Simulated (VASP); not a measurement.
A run of VASP 6.6.1:

INCAR

```
ALGO     = Normal         # electronic algorithm
DIPOL    = 0.5 0.5 0.498
EDIFF    = 1E-6           # SCF threshold, eV
ENCUT    = 520            # plane-wave cutoff, eV
GGA      = PS             # functional
IDIPOL   = 3            
ISIF     = 2              # what is computed and relaxed
ISMEAR   = 0              # smearing method
ISYM     = 0            
LASPH    = T              # aspherical terms in the spheres
LCHARG   = T              # write CHGCAR
LDIPOL   = T            
LELF     = T              # ELF
LREAL    = F              # projectors in reciprocal space
LVACPOTAV= T            
LVHAR    = T            
LWAVE    = F              # write WAVECAR
NBANDS   = 49             # bands
NELM     = 80             # most SCF steps
PREC     = Accurate       # precision mode
SIGMA    = 0.05           # smearing width, eV
```

Contents of KPOINTS:

```
k-points
0
Gamma
  9 4 1
```

The input POSCAR:

```
MoS2
1.0
    3.1431208318      0.0000000000      0.0000000000
   -1.5715604159      6.3484649833      0.0000000000
    0.0000000000      0.0000000000     23.5089154047
S Mo
6 3
Direct
    0.1419093218      0.2838186435      0.3615649575
    0.8989910954      0.7979821907      0.3805106090
    0.6725497414      0.3450994829      0.4761630874
    0.4296315151      0.8592630302      0.4951087389
    0.2059532757      0.4121474267      0.5927574302
    0.9590953641      0.9183466498      0.6120948414
    0.5306428742      0.0612857485      0.4092387827
    0.0614512492      0.1229821316      0.5247892220
    0.5909650003      0.1821150760      0.6334836080
```

Potentials or basis: VASP PAW PBE potentials, release 64 (S, Mo_sv).

Run with:

```bash
$ cat potpaw_PBE.64/S/POTCAR potpaw_PBE.64/Mo_sv/POTCAR > POTCAR
$ mpirun -np 1 vasp_std > vasp.out
```

Hardware: 1 thread of Intel(R) Xeon(R) Platinum 8488C (Sapphire Rapids), with other jobs on the host.

Question: Estimate the wall time of this run.

Answer: Wall time 12 min on 1 thread of Intel(R) Xeon(R) Platinum 8488C (Sapphire Rapids) (shared host), peak memory 0.66 GiB. Counts: scf iterations 34, k points 19.
